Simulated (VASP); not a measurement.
Ge, 2 atoms in the cell. The cell holds a slab with vacuum, 2 atoms: a = 4.246 Å, b = 4.246 Å, c = 28.000 Å, α = 90.00°, β = 90.00°, γ = 120.00°. 

- Program: VASP 6.6.1
- Task: single point
- Functional: PBE
- Potentials or basis: VASP PAW PBE potentials, release 64 (Ge_d)
- Cutoff: 520 eV
- k mesh: 12 × 12 × 1
- Occupations: gaussian, width 0.1 eV
- Spin: no spin polarisation
- Dipole correction: yes
- Further INCAR settings: ALGO = Normal; EDIFF = 1e-06; NBANDS = 21

Potentials or basis: VASP PAW PBE potentials, release 64 (Ge_d).

The run is started by

```console
$ cat potpaw_PBE.64/Ge_d/POTCAR > POTCAR
$ mpirun -np 1 vasp_std > vasp.out
```

Hardware: 1 thread of Intel(R) Xeon(R) Platinum 8488C (Sapphire Rapids), with other jobs on the host.

Q: Estimate the wall time of this run.

A: Run time: 2.1 min on 1 thread of Intel(R) Xeon(R) Platinum 8488C (Sapphire Rapids), with other jobs on the host, peak memory 0.51 GiB. Counts: scf iterations 20, k points 19.
